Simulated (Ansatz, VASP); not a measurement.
**One calculation of HfO2, two programs**

```
CELL_PARAMETERS angstrom
3.57669 0.00000 0.00000
0.00000 3.57669 0.00000
0.00000 0.00000 5.20222
ATOMIC_POSITIONS crystal
Hf 0.50000 0.50000 0.50000
Hf 0.00000 0.00000 0.00000
O 0.00000 0.50000 0.69621
O 0.50000 0.00000 0.80379
O 0.50000 0.00000 0.30379
O 0.00000 0.50000 0.19621
```

Alike in both runs: task single point; functional PBE; k mesh 8 × 8 × 6; no spin polarisation.

|  | VASP | Ansatz |
| --- | --- | --- |
| version | VASP 6.6.1 | Ansatz 0.2.0 |
| potentials or method | VASP PAW PBE potentials, release 64 (Hf_pv, O) | plane waves, PAW |
| plane-wave cutoff (eV) | 520 | 420 |
| occupations | gaussian, width 0.01 eV | fixed |
| valence electrons in the cell | 44 | 76 |

|  | VASP | Ansatz | Ansatz less VASP |
| --- | --- | --- | --- |
| gap on the k mesh at the Fermi level (eV) | 4.71 | 4.73 | +0.018 |
| pressure (GPa) | 2.5 | 5.9 | +3.36 |
| traceless stress, the component that is largest in VASP (GPa) | -0.12 | -0.22 | -0.098 |
| rms of the force components (eV/Å) | 0.016 | 0.036 | +0.0208 |

Atom by atom the forces differ by 0.021 eV/Å (rms over components). VASP's potentials hold 44 valence electrons a cell and Ansatz's 76, so a difference there can come from the potentials and not from the codes.

Spin-orbit coupling is off throughout.
